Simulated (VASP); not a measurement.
# H2C18O in VASP: single point with PBE+D3(BJ)

Aim: the single point of H2C18O with PBE+D3(BJ).

All numbers are computed with VASP 6.6.1; they aren't measurements. Logs are shortened: lines on timing, memory, paths and dates and some standing lists are left out, and cuts for length are marked.

## Step 1: The cell of the first run

The cell holds a slab with vacuum, 21 atoms: a = 7.398 Å, b = 7.398 Å, c = 12.000 Å, α = 90.00°, β = 90.00°, γ = 120.00°.

## Step 2: Single point, PBE+D3(BJ)

INCAR reads:

```
SYSTEM = H2C18O
PREC = Accurate ; ENCUT = 520
EDIFF = 1E-6 ; ISMEAR = -1
SIGMA = 0.05 ; LREAL = Auto
LASPH = .TRUE. ; NELM = 60
ALGO = Normal ; ISIF = 2
LWAVE = .FALSE. ; LCHARG = .FALSE.
GGA = PE ; IVDW = 12
NBANDS = 56
```

KPOINTS reads:

```
regular mesh
0
G
  2 2 1
  0 0 0
```

POSCAR reads:

```
H2C18O
1.0
    7.3980000000      0.0000000000      0.0000000000
   -3.6990000000      6.4068560000      0.0000000000
    0.0000000000      0.0000000000     12.0000000000
C O H
18 1 2
Direct
    0.0027045147     -0.0011851277      0.0631969936
    0.2257889113      0.1103030748      0.0631766484
    0.0038383801      0.3322596216      0.0631538133
    0.2245813818      0.4424919261      0.0631084790
    0.0027488126      0.6644630818      0.0630106713
    0.2256407579      0.7759728206      0.0628389689
    0.3372654404     -0.0009200609      0.0629986530
    0.5580136036      0.1093539471      0.0630929213
    0.3362177086      0.3310657271      0.0632158080
    0.5591123284      0.4425015566      0.0632289026
    0.3360950678      0.6655322236      0.0629611293
    0.5594097138      0.7771788513      0.0630200779
    0.6695801932     -0.0021581041      0.0630850353
    0.8923862113      0.1091239887      0.0632044865
    0.6693909272      0.3321904411      0.0632253290
    0.8924658273      0.4437081215      0.0631175531
    0.6706698454      0.6656721364      0.0631668384
    0.8913809175      0.7760662312      0.0631559810
    0.2997157133      0.7430343705      0.3412658414
    0.3025988462      0.7129504101      0.2626512616
    0.3430284975      0.6545078627      0.3784574070
```

Potentials or basis: VASP PAW PBE potentials, release 64 (C, O, H).

On the command line:

```
> cat potpaw_PBE.64/C/POTCAR potpaw_PBE.64/O/POTCAR potpaw_PBE.64/H/POTCAR > POTCAR
> mpirun -np 1 vasp_std > vasp.out
```

OUTCAR:

```text
SYSTEM = H2C18O
   PREC = Accurate
   ENCUT = 520
   EDIFF = 1E-6
   ISMEAR = -1
   LREAL = Auto
   LASPH = .TRUE.
   NELM = 60
   ISIF = 2
   GGA = PE
   IVDW = 12
 IVDW          = 12

 ion  position               nearest neighbor table
   1  0.003  0.999  0.063-  14 1.41  18 1.43   2 1.43
   2  0.226  0.110  0.063-   9 1.41   7 1.43   1 1.43
   3  0.004  0.332  0.063-   4 1.41  16 1.43  14 1.43
   4  0.225  0.442  0.063-   3 1.41  11 1.43   9 1.43
   5  0.003  0.664  0.063-  16 1.41   6 1.43  18 1.43
   6  0.226  0.776  0.063-  11 1.42   5 1.43   7 1.43
[... 10 lines left out ...]
  17  0.671  0.666  0.063-  18 1.41  12 1.43  10 1.43
  18  0.891  0.776  0.063-  17 1.41   1 1.43   5 1.43
  19  0.300  0.743  0.341-  21 0.97  20 0.97
  20  0.303  0.713  0.263-  19 0.97
  21  0.343  0.655  0.378-  19 0.97

  LATTYP: Found a hexagonal cell.
 ALAT       =     7.3980000000
 C/A-ratio  =     1.6220600162

  Lattice vectors:

 A1 = (   7.3980000000,   0.0000000000,   0.0000000000)
 A2 = (  -3.6990000000,   6.4068560000,   0.0000000000)
 A3 = (   0.0000000000,   0.0000000000,  12.0000000000)

Analysis of symmetry for initial positions (statically):
=====================================================================
 Subroutine PRICEL returns:
 Original cell was already a primitive cell.

 Routine SETGRP: Setting up the symmetry group for a
 hexagonal supercell.

 Subroutine GETGRP returns: Found  1 space group operations
 (whereof  1 operations were pure point group operations)
 out of a pool of 24 trial point group operations.

The static configuration has the point symmetry C_1 .

Analysis of symmetry for dynamics (positions and initial velocities):
=====================================================================
 Subroutine PRICEL returns:
 Original cell was already a primitive cell.

 Routine SETGRP: Setting up the symmetry group for a
 hexagonal supercell.

 Subroutine GETGRP returns: Found  1 space group operations
 (whereof  1 operations were pure point group operations)
 out of a pool of 24 trial point group operations.

The dynamic configuration has the point symmetry C_1 .

 Subroutine INISYM returns: Found  1 space group operations
 (whereof  1 operations are pure point group operations),
 and found     1 'primitive' translations

----------------------------------------------------------------------------------------

                                     Primitive cell

  volume of cell :     568.7750

  direct lattice vectors                    reciprocal lattice vectors
     7.398000000  0.000000000  0.000000000     0.135171668  0.078041398  0.000000000
    -3.699000000  6.406856000  0.000000000     0.000000000  0.156082796  0.000000000
     0.000000000  0.000000000 12.000000000     0.000000000  0.000000000  0.083333333

  length of vectors
     7.398000000  7.398000054 12.000000000     0.156082797  0.156082796  0.083333333

  position of ions in fractional coordinates (direct lattice)
     0.002704515  0.998814872  0.063196994
     0.225788911  0.110303075  0.063176648
     0.003838380  0.332259622  0.063153813
     0.224581382  0.442491926  0.063108479
     0.002748813  0.664463082  0.063010671
     0.225640758  0.775972821  0.062838969
[... 13 lines left out ...]
     0.302598846  0.712950410  0.262651262
     0.343028498  0.654507863  0.378457407

  ion indices of the primitive-cell ions
   primitive index   ion index
                 1           1
                 2           2
                 3           3
                 4           4
                 5           5
                 6           6
[... 13 lines left out ...]
                20          20
                21          21

----------------------------------------------------------------------------------------

 KPOINTS: regular mesh

Automatic generation of k-mesh.
 Grid dimensions read from file:
 generate k-points for:    2    2    1

 Generating k-lattice:

  Cartesian coordinates                     Fractional coordinates (reciprocal lattice)
     0.067585834  0.039020699  0.000000000     0.500000000  0.000000000  0.000000000
     0.000000000  0.078041398  0.000000000     0.000000000  0.500000000  0.000000000
     0.000000000  0.000000000  0.083333333     0.000000000  0.000000000  1.000000000

  Length of vectors
     0.078041399  0.078041398  0.083333333

  Shift w.r.t. Gamma in fractional coordinates (k-lattice)
     0.000000000  0.000000000  0.000000000

 Subroutine IBZKPT returns following result:
 ===========================================

 Found      4 irreducible k-points:

 Following reciprocal coordinates:
            Coordinates               Weight
  0.000000  0.000000  0.000000      1.000000
  0.500000  0.000000  0.000000      1.000000
  0.000000  0.500000  0.000000      1.000000
  0.500000  0.500000  0.000000      1.000000
   k-points           NKPTS =      4   k-points in BZ     NKDIM =      4   number of bands    NBANDS=     56
   number of dos      NEDOS =    301   number of ions     NIONS =     21
   total plane-waves  NPLWV = 282240
   dimension x,y,z NGX =    56 NGY =   56 NGZ =   90
   dimension x,y,z NGXF=   112 NGYF=  112 NGZF=  180
   ions per type =              18   1   2
   NGX,Y,Z   is equivalent  to a cutoff of  12.58, 12.58, 12.47 a.u.
   NGXF,Y,Z  is equivalent  to a cutoff of  25.17, 25.17, 24.94 a.u.
 SYSTEM =  H2C18O
   PREC   = accura    normal or accurate (medium, high low for compatibility)
   ISTART =      0    job   : 0-new  1-cont  2-samecut
   ICHARG =      2    charge: 1-file 2-atom 10-const
   ISPIN  =      1    spin polarized calculation?
   LNONCOLLINEAR =      F non collinear calculations
   LSORBIT =      F    spin-orbit coupling
   LASPH  =      T    aspherical Exc in radial PAW
   ENCUT  =  520.0 eV  38.22 Ry    6.18 a.u.  13.76 13.76 22.31*2*pi/ulx,y,z
   NELM   =     60;   NELMIN=  2; NELMDL= -5     # of ELM steps
   EDIFF  = 0.1E-05   stopping-criterion for ELM
   LREAL  =      T    real-space projection
   EDIFFG = 0.1E-04   stopping-criterion for IOM
   NSW    =      0    number of steps for IOM
   IBRION =     -1    ionic relax: 0-MD 1-quasi-New 2-CG
   NFREE  =      0    steps in history (QN), initial steepest desc. (CG)
   ISIF   =      2    stress and relaxation
   ISYM   =      2    0-nonsym 1-usesym 2-fastsym
   POTIM  = 0.5000    time-step for ionic-motion
   TEBEG  =    0.0;   TEEND  =   0.0 temperature during run
   PSTRESS=    0.0 pullay stress
   NELECT =      80.0000    total number of electrons
   NUPDOWN=      -1.0000    fix difference up-down
   EMIN   =  10.00;   EMAX   =-10.00  energy-range for DOS
   EFERMI =   0.00;   METHOD = LEGACY
   ISMEAR =    -1;   SIGMA  =   0.05  broadening in eV -4-tet -1-fermi 0-gaus
   EFERMI_NEDOS =   21; number of points for ismear=-14 and -15
   IALGO  =     38    algorithm
   IMIX   =      4    mixing-type and parameters
     AMIX     =   0.40;   BMIX     =  1.00
     AMIX_MAG =   1.60;   BMIX_MAG =  1.00
  volume/ion in A,a.u.               =      27.08       182.78
  Fermi-wavevector in a.u.,A,eV,Ry     =   0.851382  1.608879  9.862209  0.724852
  Thomas-Fermi vector in A             =   1.967507
   LORBIT       =      0    0 simple, 1 ext, 2 COOP (PROOUT), +10 PAW based schemes
   GGA     = PE    functional components
   LHFCALC =     F    Hartree Fock is set to
   AEXX    =    0.0000 exact exchange contribution
   IVDW    =    12    specifies the selected vdW correction
   LEPSILON=     F    determine dielectric tensor
   LRPA    =     F    only Hartree local field effects (RPA)
 non-spin polarized calculation
  energy-cutoff  :      520.00
  volume of cell :      568.78
 maximum number of plane-waves:     15363
 NGX is ok and might be reduce to    56
   NGX = 27   NGY = 27   NGZ = 45

 number of electron      80.0000002 magnetization

 Free energy of the ion-electron system (eV)
  ---------------------------------------------------
  ext. energy  EPLUGINS =         0.00000000
  ---------------------------------------------------
  free energy    TOTEN  =      -179.89060245 eV

  energy without entropy =     -179.83817120  energy(sigma->0) =     -179.86438682

 E-fermi :  -1.7880     XC(G=0):  -4.0919

 val. band max:       -1.8392271158   @ k =   0.0000   0.0000   0.0000
 cond. band min:      -1.7293306327   @ k =   0.0000   0.0000   0.0000
 fundamental gap:      0.1098964831
 Fermi energy:        -1.7879870669

 k-point     1 :       0.0000    0.0000    0.0000
  band No.  band energies     occupation
      1     -22.4588      2.00000
      2     -21.3085      2.00000
      3     -18.7685      2.00000
      4     -18.7527      2.00000
      5     -18.7424      2.00000
      6     -18.7337      2.00000
[... 44 lines left out ...]
     51       3.2787      0.00000
     52       4.3376      0.00000

 k-point     2 :       0.5000    0.0000    0.0000
  band No.  band energies     occupation
      1     -22.4586      2.00000
      2     -20.6641      2.00000
      3     -20.6452      2.00000
      4     -19.3874      2.00000
      5     -19.3372      2.00000
      6     -16.9053      2.00000
[... 44 lines left out ...]
     51       4.0535      0.00000
     52       4.2147      0.00000

 k-point     3 :       0.0000    0.5000    0.0000
  band No.  band energies     occupation
      1     -22.4586      2.00000
      2     -20.6648      2.00000
      3     -20.6445      2.00000
      4     -19.3874      2.00000
      5     -19.3372      2.00000
      6     -16.9045      2.00000
[... 44 lines left out ...]
     51       4.0375      0.00000
     52       4.1954      0.00000

 k-point     4 :       0.5000    0.5000    0.0000
  band No.  band energies     occupation
      1     -22.4586      2.00000
      2     -20.6633      2.00000
      3     -20.6462      2.00000
      4     -19.3855      2.00000
      5     -19.3390      2.00000
      6     -16.9025      2.00000
[... 44 lines left out ...]
     51       4.0413      0.00000
     52       4.1801      0.00000
 [bands above 52 left out]

------------------------ aborting loop because EDIFF is reached ----------------------------------------

 Edisp (eV)   -1.71700

 E8    (eV) :    -0.5247

  FORCE on cell =-STRESS in cart. coord.  units (eV):
  Direction    XX          YY          ZZ          XY          YZ          ZX
  --------------------------------------------------------------------------------------
  -------------------------------------------------------------------------------------
  Total       0.99063     1.08718    -0.06097     0.09159    -0.02405     0.05052
  in kB       2.79049     3.06247    -0.17175     0.25800    -0.06775     0.14230
  external pressure =        1.89 kB  Pullay stress =        0.00 kB

 VOLUME and BASIS-vectors are now :
 -----------------------------------------------------------------------------
  energy-cutoff  :      520.00
  volume of cell :      568.78
      direct lattice vectors                 reciprocal lattice vectors
     7.398000000  0.000000000  0.000000000     0.135171668  0.078041398  0.000000000
    -3.699000000  6.406856000  0.000000000     0.000000000  0.156082796  0.000000000
     0.000000000  0.000000000 12.000000000     0.000000000  0.000000000  0.083333333

 POSITION                                       TOTAL-FORCE (eV/Angst)
 -----------------------------------------------------------------------------------
     -3.67461      6.39926      0.75836        -0.001123      0.014959     -0.002428
      1.26238      0.70670      0.75812        -0.005700      0.005542      0.000599
     -1.20063      2.12874      0.75785        -0.006320     -0.010852      0.000788
      0.02468      2.83498      0.75730         0.014189      0.005879      0.002579
     -2.43751      4.25712      0.75613         0.003004     -0.012386     -0.001770
     -1.20103      4.97155      0.75407        -0.006690     -0.003261     -0.003204
[... 13 lines left out ...]
     -0.39858      4.56777      3.15182        -0.019227      0.008603     -0.115908
      0.11670      4.19334      4.54149         0.058757     -0.047144      0.096708
 -----------------------------------------------------------------------------------
    total drift:                                0.003500      0.008415     -0.052444

  FREE ENERGIE OF THE ION-ELECTRON SYSTEM (eV)
  ---------------------------------------------------
  free  energy   TOTEN  =      -181.6076046984 eV

  energy  without entropy=     -181.5551734491  energy(sigma->0) =     -181.58138907
```

Run time: 8.4 min. Hardware: 1 thread of Oxide Virtual Turin-like, shared host; peak memory 0.56 GiB.

What came out:

```yaml
Free_energy: -181.6076 eV
Largest_force: 0.123 eV/Å
Band_gap_on_the_k_mesh: 0.11 eV, direct
Dispersion_energy_per_atom: -0.082 eV
```

Forces in eV/Å, atoms in the order of the input:
```
C   -0.001  0.015 -0.002
C   -0.006  0.006  0.001
C   -0.006 -0.011  0.001
C    0.014  0.006  0.003
C    0.003 -0.012 -0.002
C   -0.007 -0.003 -0.003
C    0.002  0.008  0.000
C    0.001  0.004 -0.001
C    0.000  0.007 -0.002
C   -0.014  0.011 -0.001
C    0.014 -0.007  0.003
C   -0.002 -0.024  0.001
C   -0.007  0.021  0.001
C    0.001  0.017 -0.003
C    0.011 -0.018  0.000
C    0.003  0.000 -0.002
C   -0.013 -0.014  0.001
C    0.007 -0.008 -0.001
O   -0.040  0.041  0.027
H   -0.019  0.009 -0.116
H    0.059 -0.047  0.097
```

Caveat: the k points lie up to 0.49 Å⁻¹ apart.
